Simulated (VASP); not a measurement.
# Hf (P6_3/mmc) in VASP: further runs

The runs below take Hf through electric field gradients, with PBE.

Everything below comes from runs of VASP 6.6.1. Logs are shortened: lines on timing, memory, paths and dates and some standing lists are left out, and cuts for length are marked.

## 1. The cell of the first run

The structure is hexagonal, space group P6_3/mmc (No. 194). Conventional cell: a = 3.271 Å, b = 3.271 Å, c = 4.862 Å, α = 90.00°, β = 90.00°, γ = 120.00°. Within 4.1 Å of Hf (site symmetry -6m2) lie 12 Hf at 3.08 to 3.27 Å.

## 2. Electric field gradients, PBE (z stretched by -4 % at fixed volume)

INCAR reads:

```
SYSTEM = Hf
  PREC = Accurate
  ENCUT = 520
  EDIFF = 1E-8
  ISMEAR = -1
  SIGMA = 0.05
  LREAL = .False.
  LASPH = .True.
  NELM = 60
  ALGO = Normal
  ISIF = 2
  LWAVE = .False.
  LCHARG = .False.
  GGA = PE
  LEFG = .True.
  NBANDS = 17
```

KPOINTS reads:

```
Automatic mesh
0
Gamma
  14 14 8
  0 0 0
```

POSCAR reads:

```
Hf
1.0
    3.2713746800      0.0000000000      0.0000000000
   -1.6356873400      2.8330935782      0.0000000000
    0.0000000000      0.0000000000      4.8618862374
Hf
2
Direct
    0.3333333333      0.6666666667      0.2500000000
    0.6666666667      0.3333333333      0.7500000000
```

Potentials or basis: VASP PAW PBE potentials, release 64 (Hf_pv).

Run with:

```sh
$ cat potpaw_PBE.64/Hf_pv/POTCAR > POTCAR
$ mpirun -np 1 vasp_std > vasp.out
```

OUTCAR:

```text
SYSTEM = Hf
   PREC = Accurate
   ENCUT = 520
   EDIFF = 1E-8
   ISMEAR = -1
   LREAL = .False.
   LASPH = .True.
   NELM = 60
   ISIF = 2
   GGA = PE

 ion  position               nearest neighbor table
   1  0.333  0.667  0.250-   2 3.08   2 3.08   2 3.08   2 3.08   2 3.08   2 3.08
   2  0.667  0.333  0.750-   1 3.08   1 3.08   1 3.08   1 3.08   1 3.08   1 3.08

  LATTYP: Found a hexagonal cell.
 ALAT       =     3.2713746800
 C/A-ratio  =     1.4861905813

  Lattice vectors:

 A1 = (   3.2713746800,   0.0000000000,   0.0000000000)
 A2 = (  -1.6356873400,   2.8330935782,   0.0000000000)
 A3 = (   0.0000000000,   0.0000000000,   4.8618862374)

Analysis of symmetry for initial positions (statically):
=====================================================================
 Subroutine PRICEL returns:
 Original cell was already a primitive cell.

 Routine SETGRP: Setting up the symmetry group for a
 hexagonal supercell.

 Subroutine GETGRP returns: Found 24 space group operations
 (whereof 12 operations were pure point group operations)
 out of a pool of 24 trial point group operations.

The static configuration has the point symmetry D_3d.
 The point group associated with its full space group is D_6h.

Analysis of symmetry for dynamics (positions and initial velocities):
=====================================================================
 Subroutine PRICEL returns:
 Original cell was already a primitive cell.

 Routine SETGRP: Setting up the symmetry group for a
 hexagonal supercell.

 Subroutine GETGRP returns: Found 24 space group operations
 (whereof 12 operations were pure point group operations)
 out of a pool of 24 trial point group operations.

The dynamic configuration has the point symmetry D_3d.
 The point group associated with its full space group is D_6h.

 Subroutine INISYM returns: Found 24 space group operations
 (whereof 12 operations are pure point group operations),
 and found     1 'primitive' translations

----------------------------------------------------------------------------------------

                                     Primitive cell

  volume of cell :      45.0605

  direct lattice vectors                    reciprocal lattice vectors
     3.271374680  0.000000000  0.000000000     0.305681892  0.176485522  0.000000000
    -1.635687340  2.833093578  0.000000000     0.000000000  0.352971045  0.000000000
     0.000000000  0.000000000  4.861886237     0.000000000  0.000000000  0.205681489

  length of vectors
     3.271374680  3.271374680  4.861886237     0.352971045  0.352971045  0.205681489

  position of ions in fractional coordinates (direct lattice)
     0.333333333  0.666666667  0.250000000
     0.666666667  0.333333333  0.750000000

  ion indices of the primitive-cell ions
   primitive index   ion index
                 1           1
                 2           2

----------------------------------------------------------------------------------------

 KPOINTS: Automatic mesh

Automatic generation of k-mesh.
 Grid dimensions read from file:
 generate k-points for:   14   14    8

 Generating k-lattice:

  Cartesian coordinates                     Fractional coordinates (reciprocal lattice)
     0.021834421  0.012606109  0.000000000     0.071428571  0.000000000  0.000000000
     0.000000000  0.025212217  0.000000000     0.000000000  0.071428571  0.000000000
     0.000000000  0.000000000  0.025710186     0.000000000  0.000000000  0.125000000

  Length of vectors
     0.025212217  0.025212217  0.025710186

  Shift w.r.t. Gamma in fractional coordinates (k-lattice)
     0.000000000  0.000000000  0.000000000

 Subroutine IBZKPT returns following result:
 ===========================================

 Found    120 irreducible k-points:

 Following reciprocal coordinates:
            Coordinates               Weight
  0.000000  0.000000  0.000000      1.000000
  0.071429 -0.000000  0.000000      6.000000
  0.142857 -0.000000  0.000000      6.000000
  0.214286 -0.000000  0.000000      6.000000
  0.285714 -0.000000  0.000000      6.000000
  0.357143 -0.000000  0.000000      6.000000
[... 16 lines left out ...]
  0.285714  0.285714  0.000000      6.000000
  0.357143  0.285714  0.000000      6.000000
 [... further k-points ...]
   k-points           NKPTS =    120   k-points in BZ     NKDIM =    120   number of bands    NBANDS=     17
   number of dos      NEDOS =    301   number of ions     NIONS =      2
   total plane-waves  NPLWV =  20736
   dimension x,y,z NGX =    24 NGY =   24 NGZ =   36
   dimension x,y,z NGXF=    48 NGYF=   48 NGZF=   72
   ions per type =               2
   NGX,Y,Z   is equivalent  to a cutoff of  12.20, 12.20, 12.31 a.u.
   NGXF,Y,Z  is equivalent  to a cutoff of  24.39, 24.39, 24.62 a.u.
 SYSTEM =  Hf
   PREC   = accura    normal or accurate (medium, high low for compatibility)
   ISTART =      0    job   : 0-new  1-cont  2-samecut
   ICHARG =      2    charge: 1-file 2-atom 10-const
   ISPIN  =      1    spin polarized calculation?
   LNONCOLLINEAR =      F non collinear calculations
   LSORBIT =      F    spin-orbit coupling
   LASPH  =      T    aspherical Exc in radial PAW
   ENCUT  =  520.0 eV  38.22 Ry    6.18 a.u.   6.08  6.08  9.04*2*pi/ulx,y,z
   NELM   =     60;   NELMIN=  2; NELMDL= -5     # of ELM steps
   EDIFF  = 0.1E-07   stopping-criterion for ELM
   LREAL  =      F    real-space projection
   EDIFFG = 0.1E-06   stopping-criterion for IOM
   NSW    =      0    number of steps for IOM
   IBRION =     -1    ionic relax: 0-MD 1-quasi-New 2-CG
   NFREE  =      0    steps in history (QN), initial steepest desc. (CG)
   ISIF   =      2    stress and relaxation
   ISYM   =      2    0-nonsym 1-usesym 2-fastsym
   POTIM  = 0.5000    time-step for ionic-motion
   TEBEG  =    0.0;   TEEND  =   0.0 temperature during run
   PSTRESS=    0.0 pullay stress
   NELECT =      20.0000    total number of electrons
   NUPDOWN=      -1.0000    fix difference up-down
   EMIN   =  10.00;   EMAX   =-10.00  energy-range for DOS
   EFERMI =   0.00;   METHOD = LEGACY
   ISMEAR =    -1;   SIGMA  =   0.05  broadening in eV -4-tet -1-fermi 0-gaus
   EFERMI_NEDOS =   21; number of points for ismear=-14 and -15
   IALGO  =     38    algorithm
   IMIX   =      4    mixing-type and parameters
     AMIX     =   0.40;   BMIX     =  1.00
     AMIX_MAG =   1.60;   BMIX_MAG =  1.00
  volume/ion in A,a.u.               =      22.53       152.04
  Fermi-wavevector in a.u.,A,eV,Ry     =   1.248781  2.359853 21.217648  1.559453
  Thomas-Fermi vector in A             =   2.382851
   LORBIT       =      0    0 simple, 1 ext, 2 COOP (PROOUT), +10 PAW based schemes
   GGA     = PE    functional components
   LHFCALC =     F    Hartree Fock is set to
   AEXX    =    0.0000 exact exchange contribution
   IVDW    =     0    specifies the selected vdW correction
   LEPSILON=     F    determine dielectric tensor
   LRPA    =     F    only Hartree local field effects (RPA)
 non-spin polarized calculation
  energy-cutoff  :      520.00
  volume of cell :       45.06
 maximum number of plane-waves:      1229
   NGX = 13   NGY = 13   NGZ = 19

 number of electron      20.0000001 magnetization

 Free energy of the ion-electron system (eV)
  ---------------------------------------------------
  ext. energy  EPLUGINS =         0.00000000
  ---------------------------------------------------
  free energy    TOTEN  =       -19.81308820 eV

  energy without entropy =      -19.80217624  energy(sigma->0) =      -19.80763222

 E-fermi :   4.9137     XC(G=0): -11.2480

 val. band max:        4.8899045375   @ k =   0.4286   0.1429   0.3750
 cond. band min:       4.9195596266   @ k =   0.2857   0.2857   0.2500
 fundamental gap:      0.0296550890
 Fermi energy:         4.9137039032

 k-point     1 :       0.0000    0.0000    0.0000
  band No.  band energies     occupation
      1     -26.2922      2.00000
      2     -25.5649      2.00000
      3     -25.5649      2.00000
      4     -25.3938      2.00000
      5     -25.3938      2.00000
      6     -25.3384      2.00000
[... 9 lines left out ...]
     16       7.0099      0.00000
     17      10.0726      0.00000

 k-point     2 :       0.0714   -0.0000    0.0000
  band No.  band energies     occupation
      1     -26.2791      2.00000
      2     -25.5870      2.00000
      3     -25.5737      2.00000
      4     -25.4180      2.00000
      5     -25.3957      2.00000
      6     -25.3465      2.00000
[... 9 lines left out ...]
     16       7.1708      0.00000
     17      10.2059      0.00000
[... 421 lines left out ...]
 k-point    24 :       0.3571    0.2857    0.0000
  band No.  band energies     occupation
      1     -25.9651      2.00000
      2     -25.8042      2.00000
      3     -25.7955      2.00000
      4     -25.7897      2.00000
      5     -25.7181      2.00000
      6     -25.6053      2.00000
[... 9 lines left out ...]
     16      10.4325      0.00000
     17      10.5689      0.00000

 [... further k-points ...]
[... 5 lines left out ...]
  --------------------------------------------------------------------------------------
  -------------------------------------------------------------------------------------
  Total       -0.7382485     -0.7382485      1.4289492      0.0000000      0.0000000      0.0000000
  in kB      -26.2492656    -26.2492656     50.8079154      0.0000000      0.0000000      0.0000000
  external PRESSURE =      -0.5635386 kB  Pullay stress =       0.0000000 kB

 VOLUME and BASIS-vectors are now :
 -----------------------------------------------------------------------------
  energy-cutoff  :      520.00
  volume of cell :       45.06
      direct lattice vectors                 reciprocal lattice vectors
     3.271374680  0.000000000  0.000000000     0.305681892  0.176485522  0.000000000
    -1.635687340  2.833093578  0.000000000     0.000000000  0.352971045  0.000000000
     0.000000000  0.000000000  4.861886237     0.000000000  0.000000000  0.205681489

 POSITION                                       TOTAL-FORCE (eV/Angst)
 -----------------------------------------------------------------------------------
     -0.00000      1.88873      1.21547        -0.000000      0.000000      0.000000
      1.63569      0.94436      3.64641         0.000000      0.000000      0.000000
 -----------------------------------------------------------------------------------
    total drift:                               -0.000000      0.000000     -0.000000

  FREE ENERGIE OF THE ION-ELECTRON SYSTEM (eV)
  ---------------------------------------------------
  free  energy   TOTEN  =       -19.8130881957 eV

  energy  without entropy=      -19.8021762424  energy(sigma->0) =      -19.80763222

 Electric field gradients (V/A^2)
---------------------------------------------------------------------
 ion       V_xx      V_yy      V_zz      V_xy      V_xz      V_yz
---------------------------------------------------------------------
   1     -62.686   -62.685   125.371     0.000     0.000    -0.000
   2     -62.686   -62.685   125.371     0.000    -0.000     0.000
---------------------------------------------------------------------

 Electric field gradients after diagonalization (V/A^2)
 (convention: |V_zz| > |V_xx| > |V_yy|)
----------------------------------------------------------------------
 ion       V_xx      V_yy      V_zz     asymmetry (V_yy - V_xx)/ V_zz
----------------------------------------------------------------------
   1     -62.686   -62.685   125.371       0.000
   2     -62.686   -62.685   125.371       0.000
----------------------------------------------------------------------

           NMR quadrupolar parameters

 Cq : quadrupolar parameter    Cq=e*Q*V_zz/h
 eta: asymmetry parameters     (V_yy - V_xx)/ V_zz
 Q  : nuclear electric quadrupole moment in mb (millibarn)
----------------------------------------------------------------------
 ion       Cq(MHz)       eta       Q (mb)
----------------------------------------------------------------------
   1       0.303       0.000       1.000
   2       0.303       0.000       1.000
----------------------------------------------------------------------
```

It took 32 s on 1 thread of Intel Xeon 6975P-C (Granite Rapids), shared host; peak memory 0.2 GiB.

Results:

| Item | Value |
| --- | --- |
| Free energy | -19.8131 eV |
| Pressure | -0.1 GPa |
| Band gap on the k mesh | zero (band 10 reaches 5.90 eV, above the bottom of band 11 at 4.51 eV) |

Levels at points of the mesh, in eV from the Fermi level:
```
           k point  band 7  band 8  band 9  band 10  band 11  band 12  band 13  band 14
(0.00, 0.00, 0.00)   -7.40   -3.60    0.99     0.99     1.12     1.97     1.97     1.99
(0.50, 0.00, 0.00)   -3.47   -2.78   -2.14    -1.09     0.35     1.17     1.99     5.35
(0.00, 0.00, 0.50)   -5.24   -5.24    0.41     0.41     0.74     0.74     0.74     0.74
(0.50, 0.00, 0.50)   -3.42   -3.42   -0.85    -0.85     1.09     1.09     2.31     2.31
```

Electric field gradients, principal values (V/Å²):
```tsv
atom	least	middle	greatest (by size)
1 Hf	-62.685	-62.686	125.371
2 Hf	-62.685	-62.686	125.371
```

Caveat: without QUAD_EFG the Cq values of the log hold for a quadrupole moment of 1 mb, not for the nuclei; spin-orbit coupling is left out, which moves the levels of the heavy elements.

## 3. Electric field gradients, PBE (z stretched by -4 % at fixed volume)

INCAR reads:

```
PREC = Accurate
ENCUT = 520
EDIFF = 1E-8
ISMEAR = -1
SIGMA = 0.05
LREAL = F
LASPH = T
NELM = 60
ALGO = Normal
ISIF = 2
LWAVE = F
LCHARG = F
GGA = PE
LEFG = T
NBANDS = 17
```

KPOINTS reads:

```
Automatic mesh
0
Gamma
  14 14 8
```

POSCAR is that of step 2.

Potentials or basis: VASP PAW PBE potentials, release 64 (Hf_pv).

Run with:

```sh
$ cat potpaw_PBE.64/Hf_pv/POTCAR > POTCAR
$ mpirun -np 1 vasp_std > vasp.out
```

OUTCAR:

```text
PREC = Accurate
   ENCUT = 520
   EDIFF = 1E-8
   ISMEAR = -1
   LREAL = F
   LASPH = T
   NELM = 60
   ISIF = 2
   GGA = PE

 ion  position               nearest neighbor table
   1  0.333  0.667  0.250-   2 3.08   2 3.08   2 3.08   2 3.08   2 3.08   2 3.08
   2  0.667  0.333  0.750-   1 3.08   1 3.08   1 3.08   1 3.08   1 3.08   1 3.08

  LATTYP: Found a hexagonal cell.
 ALAT       =     3.2713746800
 C/A-ratio  =     1.4861905813

  Lattice vectors:

 A1 = (   3.2713746800,   0.0000000000,   0.0000000000)
 A2 = (  -1.6356873400,   2.8330935782,   0.0000000000)
 A3 = (   0.0000000000,   0.0000000000,   4.8618862374)

Analysis of symmetry for initial positions (statically):
=====================================================================
 Subroutine PRICEL returns:
 Original cell was already a primitive cell.

 Routine SETGRP: Setting up the symmetry group for a
[... 670 lines left out ...]
  energy-cutoff  :      520.00
  volume of cell :       45.06
      direct lattice vectors                 reciprocal lattice vectors
     3.271374680  0.000000000  0.000000000     0.305681892  0.176485522  0.000000000
    -1.635687340  2.833093578  0.000000000     0.000000000  0.352971045  0.000000000
     0.000000000  0.000000000  4.861886237     0.000000000  0.000000000  0.205681489

 POSITION                                       TOTAL-FORCE (eV/Angst)
 -----------------------------------------------------------------------------------
     -0.00000      1.88873      1.21547        -0.000000      0.000000      0.000000
      1.63569      0.94436      3.64641         0.000000      0.000000      0.000000
 -----------------------------------------------------------------------------------
    total drift:                               -0.000000      0.000000     -0.000000

  FREE ENERGIE OF THE ION-ELECTRON SYSTEM (eV)
  ---------------------------------------------------
  free  energy   TOTEN  =       -19.8130881957 eV

  energy  without entropy=      -19.8021762424  energy(sigma->0) =      -19.80763222

 Electric field gradients (V/A^2)
---------------------------------------------------------------------
 ion       V_xx      V_yy      V_zz      V_xy      V_xz      V_yz
---------------------------------------------------------------------
   1     -62.686   -62.685   125.371     0.000     0.000    -0.000
   2     -62.686   -62.685   125.371     0.000    -0.000     0.000
---------------------------------------------------------------------

 Electric field gradients after diagonalization (V/A^2)
 (convention: |V_zz| > |V_xx| > |V_yy|)
----------------------------------------------------------------------
 ion       V_xx      V_yy      V_zz     asymmetry (V_yy - V_xx)/ V_zz
----------------------------------------------------------------------
   1     -62.686   -62.685   125.371       0.000
   2     -62.686   -62.685   125.371       0.000
----------------------------------------------------------------------

           NMR quadrupolar parameters

 Cq : quadrupolar parameter    Cq=e*Q*V_zz/h
 eta: asymmetry parameters     (V_yy - V_xx)/ V_zz
 Q  : nuclear electric quadrupole moment in mb (millibarn)
----------------------------------------------------------------------
 ion       Cq(MHz)       eta       Q (mb)
----------------------------------------------------------------------
   1       0.303       0.000       1.000
   2       0.303       0.000       1.000
----------------------------------------------------------------------
```

Wall time 32 s (1 thread of Intel Xeon 6975P-C (Granite Rapids), shared host); peak memory 0.2 GiB.

What came out:

```yaml
Free_energy: -19.8131 eV
Pressure: -0.1 GPa
Band_gap_on_the_k_mesh: zero (band 10 reaches 5.90 eV, above the bottom of band 11 at 4.51 eV)
```

Stress tensor (GPa, compression positive):
```
-2.62  0.00  0.00
 0.00 -2.62  0.00
 0.00  0.00  5.08
```

Levels at points of the mesh, in eV from the Fermi level:
```csv
k point,band 8,band 9,band 10,band 11,band 12,band 13
"(0.00, 0.00, 0.00)",-3.60,0.99,0.99,1.12,1.97,1.97
"(0.50, 0.00, 0.00)",-2.78,-2.14,-1.09,0.35,1.17,1.99
"(0.00, 0.00, 0.50)",-5.24,0.41,0.41,0.74,0.74,0.74
"(0.50, 0.00, 0.50)",-3.42,-0.85,-0.85,1.09,1.09,2.31
```

Electric field gradients, principal values (V/Å²):
| atom | least | middle | greatest (by size) |
| --- | --- | --- | --- |
| 1 Hf | -62.685 | -62.686 | 125.371 |
| 2 Hf | -62.685 | -62.686 | 125.371 |

Caveat: without QUAD_EFG the Cq values of the log hold for a quadrupole moment of 1 mb, not for the nuclei; spin-orbit coupling is left out, which moves the levels of the heavy elements.
